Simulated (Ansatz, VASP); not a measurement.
## Two plane-wave programs on F

```
F
1.0
     3.02977   -1.80374    0.17452
     3.02977    1.80374    0.17452
    -1.23923    0.00000    6.78300
F
4
Direct
  0.92178 0.58579 0.09398
  0.41421 0.07822 0.40602
  0.07822 0.41421 0.90602
  0.58579 0.92178 0.59398
```

Alike in both runs: task single point; functional PBEsol; k mesh 9 × 9 × 4; occupations fermi-dirac, width 0.05 eV; no spin polarisation.

|  | VASP | Ansatz |
| --- | --- | --- |
| version | VASP 6.6.1 | Ansatz 0.2.0 |
| potentials or method | VASP PAW PBE potentials, release 64 (F), cutoff 520 eV | plane waves (420 eV) with PAW, scalar-relativistic |
| valence electrons in the cell | 28 | 28 |

Ansatz gave:

- pressure (GPa): -1.4
- traceless stress, the component that is largest in VASP (GPa): -1.95

Question: What did VASP give for the same quantities?

Answer: Pressure (GPa): -1.1; traceless stress, the component that is largest in VASP (GPa): -0.78.

VASP's potentials were made for PBE, not for PBEsol, and Ansatz warns of the same on its side.
